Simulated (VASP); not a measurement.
# Sn8O16F (a cell with a defect) in VASP: a series of runs

The runs below take Sn8O16F (a cell with a defect) through single point, with PBE.

Program: VASP 6.6.1. These are calculated values, not measurements. Logs are shortened: lines on timing, memory, paths and dates and some standing lists are left out, and cuts for length are marked.

## Step 1: The cell of the first run

The cell holds a defect, 25 atoms: a = 6.827 Å, b = 6.827 Å, c = 6.476 Å, α = 90.00°, β = 90.00°, γ = 90.00°.

## Step 2: Single point, PBE, collinear spin

Input file INCAR:

```
SYSTEM = Sn8O16F
PREC = Accurate
ENCUT = 520
EDIFF = 1E-6
ISMEAR = -1
SIGMA = 0.01
LREAL = Auto
LASPH = .TRUE.
NELM = 200
ALGO = Normal
ISIF = 2
LWAVE = .FALSE.
LCHARG = .TRUE.
ISPIN = 2
MAGMOM = 0 0 0 0 0 0 0 0 0 0.35 0.35 0 0 0.01 0 0.01 0 0 0 0 0 0.01 0 0.01 0.37
LORBIT = 11
NUPDOWN = 1.0
GGA = PE
LELF = .TRUE.
LVHAR = .TRUE.
NBANDS = 130
GGA_COMPAT = .FALSE.
ISYM = -1
```

Input file KPOINTS:

```
explicit points
1
Reciprocal
  0.25000000   0.25000000   0.25000000 1
```

Input file POSCAR:

```
Sn8O16F
1.0
    4.8274600300      4.8274600300      0.0000000000
   -4.8274600300      4.8274600300      0.0000000000
    0.0000000000      0.0000000000      6.4759066800
Sn O F
8 16 1
Direct
    0.0099353815      0.5039580353      0.2443729627
    0.4894065279     -0.0042045440      0.2447331573
   -0.0070208041     -0.0020962654     -0.0075240027
    0.5061658828      0.5014766761     -0.0075162314
    0.0028451539      0.5041640367      0.7444846299
    0.4963768740     -0.0043723750      0.7446344298
   -0.0069067914     -0.0016987559      0.4966394888
    0.5062852764      0.5018422417      0.4966237979
    0.0004976014      0.8109815521      0.2447994329
    0.5544538532      0.3058513789      0.2447384808
   -0.0557155642      0.1938740960      0.2443648235
    0.4990177658      0.6888172993      0.2443226016
    0.3010989724     -0.0192957326     -0.0111966760
    0.8134170027      0.5084815151     -0.0051874498
    0.1981218232      0.5196584656     -0.0115753553
    0.6860560868     -0.0062560291     -0.0050688561
   -0.0124272864      0.8095281271      0.7444280687
    0.4999330698      0.3039576577      0.7447472287
   -0.0005537000      0.1958126529      0.7444064825
    0.5116151819      0.6902445408      0.7446877354
    0.3011560350     -0.0196962392      0.5006486984
    0.8132264150      0.5060030035      0.4941588808
    0.1981988417      0.5191346675      0.5003469470
    0.6858656179     -0.0086892386      0.4943410159
    0.2492007156      0.2499329127      0.2444598353
```

Potentials or basis: VASP PAW PBE potentials, release 64 (Sn_d, O, F).

Started as:

```console
$ cat potpaw_PBE.64/Sn_d/POTCAR potpaw_PBE.64/O/POTCAR potpaw_PBE.64/F/POTCAR > POTCAR
$ mpirun -np 1 vasp_std > vasp.out
```

OUTCAR:

```text
SYSTEM = Sn8O16F
   PREC = Accurate
   ENCUT = 520
   EDIFF = 1E-6
   ISMEAR = -1
   LREAL = Auto
   LASPH = .TRUE.
   NELM = 200
   ISIF = 2
   ISPIN = 2
   LORBIT = 11
   NUPDOWN = 1.0
   GGA = PE
   ISYM = -1

 ion  position               nearest neighbor table
   1  0.010  0.504  0.244-   9 2.10  15 2.10  23 2.10  14 2.10  22 2.10  11 2.16  25 2.38   5 3.24
                             5 3.24   3 3.75   7 3.75
   2  0.489  0.996  0.245-  12 2.10  21 2.10  13 2.10  24 2.10  16 2.10  10 2.16  25 2.39   6 3.24
                             6 3.24   8 3.75   4 3.75
   3  0.993  0.998  0.992-  17 2.06   9 2.07  16 2.10  19 2.10  13 2.11  11 2.14   7 3.21   7 3.26
                             5 3.73   1 3.75   6 3.75
   4  0.506  0.501  0.992-  20 2.06  12 2.07  18 2.10  14 2.10  15 2.11  10 2.14   8 3.21   8 3.26
                             6 3.74   2 3.75   5 3.75
   5  0.003  0.504  0.744-  15 2.07  23 2.07  14 2.07  22 2.07  17 2.09  19 2.11   1 3.24   1 3.24
                             3 3.73   7 3.74   8 3.75   4 3.75
   6  0.496  0.996  0.745-  21 2.07  13 2.07  24 2.07  16 2.07  20 2.09  18 2.11   2 3.24   2 3.24
                             8 3.73   4 3.74   3 3.75   7 3.75
   7  0.993  0.998  0.497-  17 2.06   9 2.07  19 2.10  24 2.10  21 2.11  11 2.14   3 3.21   3 3.26
                             5 3.74   1 3.75   6 3.75
   8  0.506  0.502  0.497-  20 2.06  12 2.07  22 2.10  18 2.10  23 2.11  10 2.14   4 3.21   4 3.26
                             6 3.73   2 3.75   5 3.75
   9  0.000  0.811  0.245-   7 2.07   3 2.07   1 2.10
  10  0.554  0.306  0.245-   8 2.14   4 2.14   2 2.16
  11  0.944  0.194  0.244-   3 2.14   7 2.14   1 2.16
  12  0.499  0.689  0.244-   4 2.07   8 2.07   2 2.10
  13  0.301  0.981  0.989-   6 2.07   2 2.10   3 2.11
  14  0.813  0.508  0.995-   5 2.07   4 2.10   1 2.10
[... 8 lines left out ...]
  23  0.198  0.519  0.500-   5 2.07   1 2.10   8 2.11
  24  0.686  0.991  0.494-   6 2.07   7 2.10   2 2.10
  25  0.249  0.250  0.244-   1 2.38   2 2.39

IMPORTANT INFORMATION: All symmetrisations will be switched off!
NOSYMM: (Re-)initialisation of all symmetry stuff for point group C_1.

----------------------------------------------------------------------------------------

                                     Primitive cell

  volume of cell :     301.8339

  direct lattice vectors                    reciprocal lattice vectors
     4.827460030  4.827460030  0.000000000     0.103574136  0.103574136  0.000000000
    -4.827460030  4.827460030  0.000000000    -0.103574136  0.103574136  0.000000000
     0.000000000  0.000000000  6.475906680     0.000000000  0.000000000  0.154418532

  length of vectors
     6.827059446  6.827059446  6.475906680     0.146475947  0.146475947  0.154418532

  position of ions in fractional coordinates (direct lattice)
     0.009935382  0.503958035  0.244372963
     0.489406528  0.995795456  0.244733157
     0.992979196  0.997903735  0.992475997
     0.506165883  0.501476676  0.992483769
     0.002845154  0.504164037  0.744484630
     0.496376874  0.995627625  0.744634430
[... 17 lines left out ...]
     0.685865618  0.991310761  0.494341016
     0.249200716  0.249932913  0.244459835

  ion indices of the primitive-cell ions
   primitive index   ion index
                 1           1
                 2           2
                 3           3
                 4           4
                 5           5
                 6           6
[... 17 lines left out ...]
                24          24
                25          25

----------------------------------------------------------------------------------------

 KPOINTS: explicit points

Read explicit list of k-points.

 Found      1 k-points:

 Following reciprocal coordinates:
            Coordinates               Weight
  0.250000  0.250000  0.250000      1.000000
   k-points           NKPTS =      1   k-points in BZ     NKDIM =      1   number of bands    NBANDS=    130
   number of dos      NEDOS =    301   number of ions     NIONS =     25
   total plane-waves  NPLWV = 139968
   dimension x,y,z NGX =    54 NGY =   54 NGZ =   48
   dimension x,y,z NGXF=   108 NGYF=  108 NGZF=   96
   ions per type =               8  16   1
   NGX,Y,Z   is equivalent  to a cutoff of  13.15, 13.15, 12.32 a.u.
   NGXF,Y,Z  is equivalent  to a cutoff of  26.30, 26.30, 24.64 a.u.
 SYSTEM =  Sn8O16F
   PREC   = accura    normal or accurate (medium, high low for compatibility)
   ISTART =      0    job   : 0-new  1-cont  2-samecut
   ICHARG =      2    charge: 1-file 2-atom 10-const
   ISPIN  =      2    spin polarized calculation?
   LNONCOLLINEAR =      F non collinear calculations
   LSORBIT =      F    spin-orbit coupling
   LASPH  =      T    aspherical Exc in radial PAW
   ENCUT  =  520.0 eV  38.22 Ry    6.18 a.u.  12.69 12.69 12.04*2*pi/ulx,y,z
   NELM   =    200;   NELMIN=  2; NELMDL= -5     # of ELM steps
   EDIFF  = 0.1E-05   stopping-criterion for ELM
   LREAL  =      T    real-space projection
   EDIFFG = 0.1E-04   stopping-criterion for IOM
   NSW    =      0    number of steps for IOM
   IBRION =     -1    ionic relax: 0-MD 1-quasi-New 2-CG
   NFREE  =      0    steps in history (QN), initial steepest desc. (CG)
   ISIF   =      2    stress and relaxation
   ISYM   =     -1    0-nonsym 1-usesym 2-fastsym
   POTIM  = 0.5000    time-step for ionic-motion
   TEBEG  =    0.0;   TEEND  =   0.0 temperature during run
   PSTRESS=    0.0 pullay stress
   NELECT =     215.0000    total number of electrons
   NUPDOWN=       1.0000    fix difference up-down
   EMIN   =  10.00;   EMAX   =-10.00  energy-range for DOS
   EFERMI =   0.00;   METHOD = LEGACY
   ISMEAR =    -1;   SIGMA  =   0.01  broadening in eV -4-tet -1-fermi 0-gaus
   EFERMI_NEDOS =   21; number of points for ismear=-14 and -15
   IALGO  =     38    algorithm
   IMIX   =      4    mixing-type and parameters
     AMIX     =   0.40;   BMIX     =  1.00
     AMIX_MAG =   1.60;   BMIX_MAG =  1.00
  volume/ion in A,a.u.               =      12.07        81.48
  Fermi-wavevector in a.u.,A,eV,Ry     =   1.462059  2.762892 29.084052  2.137618
  Thomas-Fermi vector in A             =   2.578317
   LORBIT       =     11    0 simple, 1 ext, 2 COOP (PROOUT), +10 PAW based schemes
   GGA     = PE    functional components
   LHFCALC =     F    Hartree Fock is set to
   AEXX    =    0.0000 exact exchange contribution
   IVDW    =     0    specifies the selected vdW correction
   LEPSILON=     F    determine dielectric tensor
   LRPA    =     F    only Hartree local field effects (RPA)
 spin polarized calculation
  energy-cutoff  :      520.00
  volume of cell :      301.83
 maximum number of plane-waves:      8114
 NGX is ok and might be reduce to    50
   NGX = 25   NGY = 25   NGZ = 25

 number of electron     215.0000023 magnetization       1.0000067

 Free energy of the ion-electron system (eV)
  ---------------------------------------------------
  ext. energy  EPLUGINS =         0.00000000
  ---------------------------------------------------
  free energy    TOTEN  =      -149.81751732 eV

  energy without entropy =     -149.81751732  energy(sigma->0) =     -149.81751732

 E-fermi :   5.7914     XC(G=0): -11.1586

 val. band max:        5.5049761448   @ k =   0.2500   0.2500   0.2500
 cond. band min:       6.5204411791   @ k =   0.2500   0.2500   0.2500
 fundamental gap:      1.0154650343
 Fermi energy:         5.7913934980

 spin component 1

 k-point     1 :       0.2500    0.2500    0.2500
  band No.  band energies     occupation
      1     -16.5878      1.00000
      2     -15.1911      1.00000
      3     -15.1774      1.00000
      4     -15.1611      1.00000
      5     -15.1008      1.00000
      6     -15.0928      1.00000
[... 111 lines left out ...]
    118      13.0614      0.00000
    119      13.1746      0.00000
 Fermi energy:         5.7913934980

 spin component 2

 k-point     1 :       0.2500    0.2500    0.2500
  band No.  band energies     occupation
      1     -16.0304      1.00000
      2     -15.1796      1.00000
      3     -15.1683      1.00000
      4     -15.1342      1.00000
      5     -15.1003      1.00000
      6     -15.0914      1.00000
[... 111 lines left out ...]
    118      13.0811      0.00000
    119      13.1860      0.00000
 [bands above 119 left out]

------------------------ aborting loop because EDIFF is reached ----------------------------------------

  FORCE on cell =-STRESS in cart. coord.  units (eV):
  Direction    XX          YY          ZZ          XY          YZ          ZX
  --------------------------------------------------------------------------------------
  -------------------------------------------------------------------------------------
  Total        4.9751034      6.2785114      7.0490057     -2.6207241     -1.2092696     -0.0408972
  in kB       26.4085616     33.3272378     37.4171317    -13.9111791     -6.4189762     -0.2170880
  external PRESSURE =      32.3843104 kB  Pullay stress =       0.0000000 kB

 VOLUME and BASIS-vectors are now :
 -----------------------------------------------------------------------------
  energy-cutoff  :      520.00
  volume of cell :      301.83
      direct lattice vectors                 reciprocal lattice vectors
     4.827460030  4.827460030  0.000000000     0.103574136  0.103574136  0.000000000
    -4.827460030  4.827460030  0.000000000    -0.103574136  0.103574136  0.000000000
     0.000000000  0.000000000  6.475906680     0.000000000  0.000000000  0.154418532

 POSITION                                       TOTAL-FORCE (eV/Angst)
 -----------------------------------------------------------------------------------
     -2.38487      2.48080      1.58254        -0.001229     -0.011702      0.009408
     -2.44457      7.16975      1.58487        -0.000894      0.009532      0.004295
     -0.02377      9.61091      6.42718        -0.009304     -0.016305      0.017178
      0.02264      4.86435      6.42723         0.014641      0.016205      0.012093
     -2.42010      2.44757      4.82121        -0.030439     -0.008026      0.000377
     -2.41011      7.20259      4.82218         0.034082      0.013342      0.002880
[... 17 lines left out ...]
     -1.47452      8.09650      3.20131         0.013620      0.018075      0.003073
     -0.00353      2.40955      1.58310         0.000382     -0.002161      0.002063
 -----------------------------------------------------------------------------------
    total drift:                                0.005012      0.000481     -0.021583

  FREE ENERGIE OF THE ION-ELECTRON SYSTEM (eV)
  ---------------------------------------------------
  free  energy   TOTEN  =      -149.8175173202 eV

  energy  without entropy=     -149.8175173202  energy(sigma->0) =     -149.81751732

 total charge

# of ion       s       p       d       tot
------------------------------------------
    1        0.876   0.990  10.311  12.177
    2        0.876   0.991  10.311  12.177
    3        0.885   1.021  10.323  12.229
    4        0.884   1.022  10.322  12.229
    5        0.881   1.049  10.344  12.275
    6        0.881   1.049  10.344  12.275
[... 17 lines left out ...]
   24        1.562   3.482   0.000   5.044
   25        1.763   4.277   0.000   6.040
--------------------------------------------------
tot         33.856  67.962  82.600 184.418

 magnetization (x)

# of ion       s       p       d       tot
------------------------------------------
    1       -0.002  -0.003  -0.001  -0.006
    2       -0.002  -0.003  -0.001  -0.006
    3       -0.002  -0.003  -0.000  -0.005
    4       -0.001  -0.003  -0.000  -0.004
    5       -0.000  -0.000   0.000   0.000
    6       -0.000  -0.000   0.000   0.000
[... 17 lines left out ...]
   24        0.000   0.005   0.000   0.005
   25        0.001   0.318   0.000   0.320
--------------------------------------------------
tot         -0.001   0.895  -0.003   0.892
```

It took 2 min on 1 thread of AMD EPYC 9R45 (Zen 5), shared host; peak memory 0.45 GiB.

Results:

```yaml
Free_energy: -149.8175 eV
Pressure: 3.2 GPa
Largest_force: 0.044 eV/Å
Net_moment: 1.00 μB per cell
Site_moments: Sn -0.01, -0.00, +0.00 (each value once); O +0.00, +0.29, -0.00, +0.01 (each value once); F +0.32 μB
Valence_electrons_inside_the_program's_atomic_spheres: Sn 12.18, 12.23, 12.28 (each value once); O 5.05, 4.97, 5.04, 5.06, 5.03 (each value once); F 6.04
```

Forces on the atoms (eV/Å):
```
Sn  -0.001 -0.012  0.009
Sn  -0.001  0.010  0.004
Sn  -0.009 -0.016  0.017
Sn   0.015  0.016  0.012
Sn  -0.030 -0.008  0.000
Sn   0.034  0.013  0.003
Sn  -0.016 -0.013 -0.023
Sn   0.014  0.014 -0.019
O    0.011 -0.007 -0.003
O    0.007 -0.005  0.001
O   -0.004  0.008  0.002
O   -0.014  0.002 -0.002
O   -0.032 -0.029  0.006
O   -0.013 -0.020 -0.001
O    0.035  0.025  0.005
O    0.012  0.011 -0.010
O    0.019 -0.022 -0.001
O    0.018 -0.027 -0.004
O   -0.020  0.027  0.000
O   -0.019  0.025  0.001
O   -0.032 -0.022 -0.004
O   -0.011 -0.011  0.003
O    0.025  0.024 -0.002
O    0.014  0.018  0.003
F    0.000 -0.002  0.002
```

Stress tensor (GPa, compression positive):
```
 2.64 -1.39 -0.02
-1.39  3.33 -0.64
-0.02 -0.64  3.74
```

Caveat: spin-orbit coupling is left out, which moves the levels of the heavy elements; the total moment is fixed, so each spin has its own Fermi level and the state may be an excited one.

[end of part 1 of 2]
